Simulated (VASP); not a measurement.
A run of VASP 6.6.1:

INCAR

```
ALGO     = Normal         # electronic algorithm
EDIFF    = 1E-6           # SCF threshold, eV
EDIFFG   = -0.01          # ionic threshold
ENCUT    = 600            # plane-wave cutoff, eV
GGA      = PE             # functional
IBRION   = 2              # ionic algorithm
ISIF     = 3              # what is computed and relaxed
ISMEAR   = 0              # smearing method
LASPH    = True           # aspherical terms in the spheres
LCHARG   = False          # write CHGCAR
LREAL    = False          # projectors in reciprocal space
LWAVE    = False          # write WAVECAR
NELM     = 100            # most SCF steps
NSW      = 100            # ionic steps
PREC     = Accurate       # precision mode
SIGMA    = 0.1            # smearing width, eV
```

KPOINTS

```
k-points
0
Gamma
  22 22 22
```

The input POSCAR:

```
TiC
1.0
    0.0000000000      2.1663653895      2.1663653895
    2.1663653895      0.0000000000      2.1663653895
    2.1663653895      2.1663653895      0.0000000000
Ti C
1 1
Direct
    0.5000000000      0.5000000000      0.5000000000
    0.0000000000      0.0000000000      0.0000000000
```

Potentials or basis: VASP PAW PBE potentials, release 64 (Ti_sv, C).

Run with:

```console
$ cat potpaw_PBE.64/Ti_sv/POTCAR potpaw_PBE.64/C/POTCAR > POTCAR
$ mpirun -np 1 vasp_std > vasp.out
```

Hardware: 1 thread of Intel Xeon 8259CL, on a shared host.

How long does it take, and how much memory?

It took 110 s on 1 thread of Intel Xeon 8259CL (shared host), peak memory 0.23 GiB. Counts: scf iterations 15, k points 328, ion steps 1.
